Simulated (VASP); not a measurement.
Crystal: Al.

```
Al
1.0
     0.00000    2.01122    2.01122
     2.01122    0.00000    2.01122
     2.01122    2.01122    0.00000
Al
1
Direct
  0.00000 0.00000 0.00000
```

Base run:

* Program: VASP 6.6.1
* Functional: b88 exchange, pbe correlation
* Potentials or basis: VASP PAW PBE potentials, release 64 (Al)
* Cutoff: 500 eV
* k mesh: 11 × 11 × 11
* Occupations: fermi-dirac, width 0.05 eV
* Spin: no spin polarisation

Its results: band gap on the k mesh zero (an odd number of electrons rules out a gap without spin polarisation); pressure 1.7 GPa.

Task: After a change of settings the same cell gave: band gap on the k mesh zero (an odd number of electrons rules out a gap without spin polarisation); pressure 2.4 GPa. Which change was it?
A. functional from b88 exchange, pbe correlation to BHLYP; cutoff from 500 eV to 520 eV; k mesh from 11 × 11 × 11 to 6 × 6 × 6
B. functional from b88 exchange, pbe correlation to HSE06; cutoff from 500 eV to 520 eV; k mesh from 11 × 11 × 11 to 6 × 6 × 6
C. functional from b88 exchange, pbe correlation to PBE0; cutoff from 500 eV to 520 eV; k mesh from 11 × 11 × 11 to 6 × 6 × 6

Result: A.

Caveats: some runs use coarse meshes; the PAW data sets were made with another functional, which shifts forces and pressure a little.
